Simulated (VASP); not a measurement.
Here is a VASP 6.6.1 calculation.

INCAR

```
SYSTEM = Cu
PREC     = Accurate       ! precision mode
ENCUT    = 520            ! plane-wave cutoff, eV
EDIFF    = 1E-7           ! SCF threshold, eV
ISMEAR   = 0              ! smearing method
SIGMA    = 0.15           ! smearing width, eV
LREAL    = .FALSE.        ! projectors in reciprocal space
LASPH    = .TRUE.         ! aspherical terms in the spheres
NELM     = 60             ! most SCF steps
ALGO     = Fast           ! electronic algorithm
ISIF     = 2              ! what is computed and relaxed
LWAVE    = .FALSE.        ! write WAVECAR
LCHARG   = .FALSE.        ! write CHGCAR
GGA      = CA             ! functional
NBANDS   = 12             ! bands
```

File KPOINTS:

```
Automatic mesh
0
G
  24 24 24
  0 0 0
```

POSCAR

```
Cu
1.0
   -1.4563488326      1.4563488326      1.2882861773
    1.4563488326     -1.4563488326      1.2882861773
    1.4563488326      1.4563488326     -1.2882861773
Cu
1
Direct
    0.0000000000      0.0000000000      0.0000000000
```

Potentials or basis: VASP PAW LDA potentials, release 64 (Cu).

Launch:

```sh
$ cat potpaw_LDA.64/Cu/POTCAR > POTCAR
$ mpirun -np 1 vasp_std > vasp.out
```

(1) What does it give for the pressure?

(2) Predict the band gap on the k mesh.

Results:

(1) 1.3 GPa.

(2) zero (an odd number of electrons rules out a gap without spin polarisation).
